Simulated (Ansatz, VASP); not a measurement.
Given: the input of a run of VASP 6.6.1 on AlNi3.

INCAR

```
  PREC = Accurate
  ENCUT = 520
  EDIFF = 1E-7
  ISMEAR = -1
  SIGMA = 0.05
  LREAL = F
  LASPH = T
  NELM = 150
  ALGO = Fast
  ISIF = 2
  LWAVE = F
  LCHARG = F
  ISPIN = 2
  MAGMOM = 1 1 1 0
  LORBIT = 11
  LMAXMIX = 4
  GGA = CA
  NBANDS = 28
```

File KPOINTS:

```
Automatic mesh
0
Gamma
  8 8 8
```

The input POSCAR:

```
AlNi3
1.0
    3.5230547267      0.0000000000      0.0000000000
    0.0000000000      3.5230547267      0.0000000000
    0.0000000000      0.0000000000      3.5230547267
Ni Al
3 1
Direct
    0.5000000000      0.5000000000      0.0000000000
    0.5000000000      0.0000000000      0.5000000000
    0.0000000000      0.5000000000      0.5000000000
    0.0000000000      0.0000000000      0.0000000000
```

Potentials or basis: VASP PAW LDA potentials, release 64 (Ni, Al).

The run is started by

```sh
$ cat potpaw_LDA.64/Ni/POTCAR potpaw_LDA.64/Al/POTCAR > POTCAR
$ mpirun -np 1 vasp_std > vasp.out
```

Set up the same calculation for Ansatz 0.2.0. Potentials there: all-electron LAPW, scalar-relativistic.

As run (the cutoff follows the program's own potentials):

Contents of input.yaml:

```yaml
crystal:
  lattice:
    - [3.5230547267, 0.0, 0.0]
    - [0.0, 3.5230547267, 0.0]
    - [0.0, 0.0, 3.5230547267]
  atoms:
    - { symbol: Ni, position: [0.5, 0.5, 0.0], spin: 1.0 }
    - { symbol: Ni, position: [0.5, 0.0, 0.5], spin: 1.0 }
    - { symbol: Ni, position: [0.0, 0.5, 0.5], spin: 1.0 }
    - { symbol: Al, position: [0.0, 0.0, 0.0] }
kpoints:
  mp_grid: { grid: [8, 8, 8] }
scf:
  occupations: { method: fermi_dirac, width: 0.05 }
hamiltonian:
  xc: lda
  pseudopotentials: { kind: all_electron, lapw: { basis_error: 0.002 } }
magnetization:
  spin_polarized: true
output:
  forces: true
  stress: true
  eigenvalues: true
```

Potentials or basis: all-electron LAPW, scalar-relativistic.

Command:

```sh
$ ansatz run input.yaml --threads 4 --pin off --max-ram 12288MiB --backend cpu --events-out ev --progress --plain --runs-dir out
```

Both were run:

|  | VASP | Ansatz | Ansatz less VASP |
| --- | --- | --- | --- |
| gap on the k mesh at the Fermi level (eV) | none | none | - |
| pressure (GPa) | -7.2 | -7.5 | -0.34 |
| net moment per atom (μB) | 0.09 | 0.12 | +0.030 |
| size of the moment on the site where the two differ most (μB) | 0.13 | 0.18 | +0.046 |

LDA's correlation is that of Perdew and Zunger in VASP and of Perdew and Wang (1992) in Ansatz. Site moments also hang on the region over which each program counts them. A gap of «none» marks a metal or a gap that the smearing closes. Ansatz ran all-electron here, and VASP with PAW potentials.
